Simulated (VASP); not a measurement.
A run of VASP 6.6.1:

INCAR

```
PREC = Accurate ; ENCUT = 520
EDIFF = 1E-6 ; ISMEAR = 0
SIGMA = 0.05 ; LREAL = F
LASPH = T ; NELM = 60
ALGO = Normal ; ISIF = 2
LWAVE = F ; LCHARG = F
GGA = PS ; NBANDS = 20
```

File KPOINTS:

```
Automatic mesh
0
Gamma
  12 12 2
```

Contents of POSCAR:

```
WSe2
1.0
    3.1683912536     -0.0736141138      0.1843277587
   -1.6479473194      2.7801034895     -0.0909871200
    0.9254417754      0.0068220577     15.9104968356
W Se
1 2
Direct
   -0.0043251593      0.0132692761     -0.0010626711
    0.3814904526      0.6862459040      0.1015360390
    0.2895013733      0.6338181532      0.8995266321
```

Potentials or basis: VASP PAW PBE potentials, release 64 (W_sv, Se).

Launch:

```bash
$ cat potpaw_PBE.64/W_sv/POTCAR potpaw_PBE.64/Se/POTCAR > POTCAR
$ mpirun -np 1 vasp_std > vasp.out
```

Hardware: 1 thread of Intel Xeon 8259CL, with other jobs on the host.

Question: Estimate the wall time of this run.

Answer: It took 11 min on 1 thread of Intel Xeon 8259CL, on a shared host, peak memory 0.54 GiB. Counts: scf iterations 20, k points 148.
